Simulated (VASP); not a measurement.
# Au (Fm-3m) in VASP: single point with PBEsol

Aim: the single point of Au with PBEsol.

Program: VASP 6.6.1. These are calculated values, not measurements. Logs are shortened: lines on timing, memory, paths and dates and some standing lists are left out, and cuts for length are marked.

## Step 1: The cell of the first run

The structure is cubic, space group Fm-3m (No. 225). Conventional cell: a = 4.083 Å, b = 4.083 Å, c = 4.083 Å, α = 90.00°, β = 90.00°, γ = 90.00°. Within 3.8 Å of Au (site symmetry m-3m) lie 12 Au at 2.89 Å.

## Step 2: Single point, PBEsol

The input, INCAR:

```
  ALGO = Normal
  EDIFF = 1E-6
  ENCUT = 520
  GGA = PS
  ISIF = 2
  ISMEAR = 0
  LASPH = T
  LCHARG = F
  LREAL = F
  LWAVE = F
  NBANDS = 12
  NELM = 60
  PREC = Accurate
  SIGMA = 0.05
```

The input, KPOINTS:

```
k-points
0
Gamma
  14 14 14
```

The input, POSCAR:

```
Au
1.0
    0.0000000000      2.0414472272      2.0414472272
    2.0414472272      0.0000000000      2.0414472272
    2.0414472272      2.0414472272      0.0000000000
Au
1
Direct
    0.0000000000      0.0000000000      0.0000000000
```

Potentials or basis: VASP PAW PBE potentials, release 64 (Au).

Started as:

```bash
cat potpaw_PBE.64/Au/POTCAR > POTCAR
mpirun -np 1 vasp_std > vasp.out
```

OUTCAR:

```text
EDIFF = 1E-6
   ENCUT = 520
   GGA = PS
   ISIF = 2
   ISMEAR = 0
   LASPH = T
   LREAL = F
   NELM = 60
   PREC = Accurate

 ion  position               nearest neighbor table
   1  0.000  0.000  0.000-

  LATTYP: Found a face centered cubic cell.
 ALAT       =     4.0828944544

  Lattice vectors:

 A1 = (   0.0000000000,   2.0414472272,   2.0414472272)
 A2 = (   2.0414472272,   0.0000000000,   2.0414472272)
 A3 = (   2.0414472272,   2.0414472272,   0.0000000000)

Analysis of symmetry for initial positions (statically):
=====================================================================
 Subroutine PRICEL returns:
 Original cell was already a primitive cell.

 Routine SETGRP: Setting up the symmetry group for a
 face centered cubic supercell.

 Subroutine GETGRP returns: Found 48 space group operations
 (whereof 48 operations were pure point group operations)
 out of a pool of 48 trial point group operations.

The static configuration has the point symmetry O_h .

Analysis of symmetry for dynamics (positions and initial velocities):
=====================================================================
 Subroutine PRICEL returns:
 Original cell was already a primitive cell.

 Routine SETGRP: Setting up the symmetry group for a
 face centered cubic supercell.

 Subroutine GETGRP returns: Found 48 space group operations
 (whereof 48 operations were pure point group operations)
 out of a pool of 48 trial point group operations.

The dynamic configuration has the point symmetry O_h .

 Subroutine INISYM returns: Found 48 space group operations
 (whereof 48 operations are pure point group operations),
 and found     1 'primitive' translations

----------------------------------------------------------------------------------------

                                     Primitive cell

  volume of cell :      17.0155

  direct lattice vectors                    reciprocal lattice vectors
     0.000000000  2.041447227  2.041447227    -0.244924284  0.244924284  0.244924284
     2.041447227  0.000000000  2.041447227     0.244924284 -0.244924284  0.244924284
     2.041447227  2.041447227  0.000000000     0.244924284  0.244924284 -0.244924284

  length of vectors
     2.887042356  2.887042356  2.887042356     0.424221304  0.424221304  0.424221304

  position of ions in fractional coordinates (direct lattice)
     0.000000000  0.000000000  0.000000000

  ion indices of the primitive-cell ions
   primitive index   ion index
                 1           1

----------------------------------------------------------------------------------------

 KPOINTS: k-points

Automatic generation of k-mesh.
 Grid dimensions read from file:
 generate k-points for:   14   14   14

 Generating k-lattice:

  Cartesian coordinates                     Fractional coordinates (reciprocal lattice)
    -0.017494592  0.017494592  0.017494592     0.071428571  0.000000000  0.000000000
     0.017494592 -0.017494592  0.017494592     0.000000000  0.071428571  0.000000000
     0.017494592  0.017494592 -0.017494592     0.000000000  0.000000000  0.071428571

  Length of vectors
     0.030301522  0.030301522  0.030301522

  Shift w.r.t. Gamma in fractional coordinates (k-lattice)
     0.000000000  0.000000000  0.000000000

 Subroutine IBZKPT returns following result:
 ===========================================

 Found    104 irreducible k-points:

 Following reciprocal coordinates:
            Coordinates               Weight
  0.000000  0.000000  0.000000      1.000000
  0.071429  0.000000  0.000000      8.000000
  0.142857  0.000000  0.000000      8.000000
  0.214286  0.000000  0.000000      8.000000
  0.285714  0.000000  0.000000      8.000000
  0.357143  0.000000  0.000000      8.000000
[... 16 lines left out ...]
  0.214286  0.142857  0.000000     24.000000
  0.285714  0.142857  0.000000     24.000000
 [... further k-points ...]
   k-points           NKPTS =    104   k-points in BZ     NKDIM =    104   number of bands    NBANDS=     12
   number of dos      NEDOS =    301   number of ions     NIONS =      1
   total plane-waves  NPLWV =  13824
   dimension x,y,z NGX =    24 NGY =   24 NGZ =   24
   dimension x,y,z NGXF=    48 NGYF=   48 NGZF=   48
   ions per type =               1
   NGX,Y,Z   is equivalent  to a cutoff of  13.82, 13.82, 13.82 a.u.
   NGXF,Y,Z  is equivalent  to a cutoff of  27.64, 27.64, 27.64 a.u.
 SYSTEM =  unknown system
   PREC   = accura    normal or accurate (medium, high low for compatibility)
   ISTART =      0    job   : 0-new  1-cont  2-samecut
   ICHARG =      2    charge: 1-file 2-atom 10-const
   ISPIN  =      1    spin polarized calculation?
   LNONCOLLINEAR =      F non collinear calculations
   LSORBIT =      F    spin-orbit coupling
   LASPH  =      T    aspherical Exc in radial PAW
   ENCUT  =  520.0 eV  38.22 Ry    6.18 a.u.   5.37  5.37  5.37*2*pi/ulx,y,z
   NELM   =     60;   NELMIN=  2; NELMDL= -5     # of ELM steps
   EDIFF  = 0.1E-05   stopping-criterion for ELM
   LREAL  =      F    real-space projection
   EDIFFG = 0.1E-04   stopping-criterion for IOM
   NSW    =      0    number of steps for IOM
   IBRION =     -1    ionic relax: 0-MD 1-quasi-New 2-CG
   NFREE  =      0    steps in history (QN), initial steepest desc. (CG)
   ISIF   =      2    stress and relaxation
   ISYM   =      2    0-nonsym 1-usesym 2-fastsym
   POTIM  = 0.5000    time-step for ionic-motion
   TEBEG  =    0.0;   TEEND  =   0.0 temperature during run
   PSTRESS=    0.0 pullay stress
   NELECT =      11.0000    total number of electrons
   NUPDOWN=      -1.0000    fix difference up-down
   EMIN   =  10.00;   EMAX   =-10.00  energy-range for DOS
   EFERMI =   0.00;   METHOD = LEGACY
   ISMEAR =     0;   SIGMA  =   0.05  broadening in eV -4-tet -1-fermi 0-gaus
   EFERMI_NEDOS =   21; number of points for ismear=-14 and -15
   IALGO  =     38    algorithm
   IMIX   =      4    mixing-type and parameters
     AMIX     =   0.40;   BMIX     =  1.00
     AMIX_MAG =   1.60;   BMIX_MAG =  1.00
  volume/ion in A,a.u.               =      17.02       114.83
  Fermi-wavevector in a.u.,A,eV,Ry     =   1.415547  2.674996 27.262984  2.003773
  Thomas-Fermi vector in A             =   2.536974
   LORBIT       =      0    0 simple, 1 ext, 2 COOP (PROOUT), +10 PAW based schemes
   GGA     = PS    functional components
   LHFCALC =     F    Hartree Fock is set to
   AEXX    =    0.0000 exact exchange contribution
   IVDW    =     0    specifies the selected vdW correction
   LEPSILON=     F    determine dielectric tensor
   LRPA    =     F    only Hartree local field effects (RPA)
 non-spin polarized calculation
 Gauss-broadening in eV      SIGMA  =   0.05
  energy-cutoff  :      520.00
  volume of cell :       17.02
 maximum number of plane-waves:       471
 NGX is ok and might be reduce to    24
   NGX = 11   NGY = 11   NGZ = 11

 number of electron      11.0000000 magnetization

 Free energy of the ion-electron system (eV)
  ---------------------------------------------------
  ext. energy  EPLUGINS =         0.00000000
  ---------------------------------------------------
  free energy    TOTEN  =        -3.92195581 eV

  energy without entropy =       -3.92185184  energy(sigma->0) =       -3.92190382

 E-fermi :   9.2421     XC(G=0): -12.8943

 val. band max:        9.1745850669   @ k =   0.5000   0.2857   0.1429
 cond. band min:       9.3203720574   @ k =   0.5000   0.3571   0.1429
 fundamental gap:      0.1457869905
 Fermi energy:         9.2420510601

 k-point     1 :       0.0000    0.0000    0.0000
  band No.  band energies     occupation
      1      -0.6336      2.00000
      2       4.6153      2.00000
      3       4.6153      2.00000
      4       4.6153      2.00000
      5       6.1499      2.00000
      6       6.1499      2.00000
      7      23.8009      0.00000
      8      27.8055      0.00000
      9      27.8055      0.00000
     10      27.8055      0.00000
     11      32.6768      0.00000
     12      37.3562      0.00000

 k-point     2 :       0.0714    0.0000    0.0000
  band No.  band energies     occupation
      1      -0.4556      2.00000
      2       4.5569      2.00000
      3       4.6763      2.00000
      4       4.6763      2.00000
      5       6.1225      2.00000
      6       6.1225      2.00000
      7      24.0087      0.00000
      8      26.7011      0.00000
      9      28.0176      0.00000
     10      28.0176      0.00000
     11      33.5015      0.00000
     12      35.6442      0.00000

 k-point     3 :       0.1429    0.0000    0.0000
  band No.  band energies     occupation
      1       0.0536      2.00000
      2       4.4274      2.00000
      3       4.8178      2.00000
      4       4.8178      2.00000
      5       6.0871      2.00000
      6       6.0871      2.00000
      7      24.1131      0.00000
      8      24.9354      0.00000
      9      28.5882      0.00000
     10      28.5882      0.00000
     11      32.2291      0.00000
     12      34.5212      0.00000
[... 286 lines left out ...]
 k-point    23 :       0.2143    0.1429    0.0000
  band No.  band energies     occupation
      1       0.8631      2.00000
      2       3.9674      2.00000
      3       5.1350      2.00000
      4       5.2344      2.00000
      5       5.6635      2.00000
      6       6.4756      2.00000
      7      24.0051      0.00000
      8      25.4493      0.00000
      9      26.2422      0.00000
     10      27.4447      0.00000
     11      30.5266      0.00000
     12      33.8755      0.00000

 k-point    24 :       0.2857    0.1429    0.0000
  band No.  band energies     occupation
      1       1.6000      2.00000
      2       3.8835      2.00000
      3       4.9040      2.00000
      4       5.3106      2.00000
      5       6.1803      2.00000
      6       6.7187      2.00000
      7      21.2832      0.00000
      8      25.3914      0.00000
      9      25.6598      0.00000
     10      27.6053      0.00000
     11      30.3865      0.00000
     12      33.7174      0.00000

 [... further k-points ...]
[... 5 lines left out ...]
  --------------------------------------------------------------------------------------
  -------------------------------------------------------------------------------------
  Total       -0.0322636     -0.0322636     -0.0322636      0.0000000     -0.0000000     -0.0000000
  in kB       -3.0379421     -3.0379421     -3.0379421      0.0000000     -0.0000000     -0.0000000
  external PRESSURE =      -3.0379421 kB  Pullay stress =       0.0000000 kB

 VOLUME and BASIS-vectors are now :
 -----------------------------------------------------------------------------
  energy-cutoff  :      520.00
  volume of cell :       17.02
      direct lattice vectors                 reciprocal lattice vectors
     0.000000000  2.041447227  2.041447227    -0.244924284  0.244924284  0.244924284
     2.041447227  0.000000000  2.041447227     0.244924284 -0.244924284  0.244924284
     2.041447227  2.041447227  0.000000000     0.244924284  0.244924284 -0.244924284

 POSITION                                       TOTAL-FORCE (eV/Angst)
 -----------------------------------------------------------------------------------
      0.00000      0.00000      0.00000         0.000000      0.000000      0.000000
 -----------------------------------------------------------------------------------
    total drift:                               -0.000000      0.000000     -0.000000

  FREE ENERGIE OF THE ION-ELECTRON SYSTEM (eV)
  ---------------------------------------------------
  free  energy   TOTEN  =        -3.9219558056 eV

  energy  without entropy=       -3.9218518423  energy(sigma->0) =       -3.92190382
```

Wall time 6.5 s (1 thread of Intel Xeon 6975P-C (Granite Rapids), shared host); peak memory 0.15 GiB.

What came out:

```
Free energy : -3.9220 eV
Pressure    : -0.3 GPa
```

Levels at points of the mesh, in eV from the Fermi level:
| k point | band 2 | band 3 | band 4 | band 5 | band 6 | band 7 | band 8 | band 9 | band 10 | band 11 |
| --- | --- | --- | --- | --- | --- | --- | --- | --- | --- | --- |
| (0.00, 0.00, 0.00) | -4.63 | -4.63 | -4.63 | -3.09 | -3.09 | 14.56 | 18.56 | 18.56 | 18.56 | 23.43 |
| (0.50, 0.00, 0.00) | -4.66 | -4.66 | -1.89 | -1.89 | -0.97 | 3.12 | 14.00 | 17.16 | 17.16 | 24.97 |
| (0.50, 0.50, 0.00) | -6.70 | -1.93 | -1.56 | -1.56 | 1.01 | 5.82 | 10.02 | 10.02 | 17.24 | 19.87 |

Caveat: the PAW data sets were made with another functional, which shifts forces and pressure a little; spin-orbit coupling is left out, which moves the levels of the heavy elements.
